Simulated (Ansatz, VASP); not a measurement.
**AlN in VASP and in Ansatz**

```
Al N
1.0
     0.00411    2.18462    2.18478
     2.17551   -0.08730    2.27619
     2.17331    2.27399   -0.08528
Al N
1 1
Cartesian
  -0.0625 -0.0181 -0.0513
  3.2371 3.2691 3.2504
```

Alike in both runs: task single point; functional PBE; k mesh 6 × 6 × 6; no spin polarisation.

|  | VASP | Ansatz |
| --- | --- | --- |
| version | VASP 6.6.1 | Ansatz 0.2.0 |
| potentials or method | VASP PAW PBE potentials, release 64 (Al, N), cutoff 520 eV | plane waves, PAW |
| occupations | gaussian, width 0.01 eV | fixed |
| valence electrons in the cell | 8 | 8 |

```tsv
	VASP	Ansatz	Ansatz less VASP
pressure (GPa)	-6.9	-6.6	+0.24
traceless stress, the component that is largest in VASP (GPa)	15.43	15.35	-0.088
rms of the force components (eV/Å)	0.535	0.535	-0.0007
```

Atom by atom the forces differ by 0.001 eV/Å (rms over components).
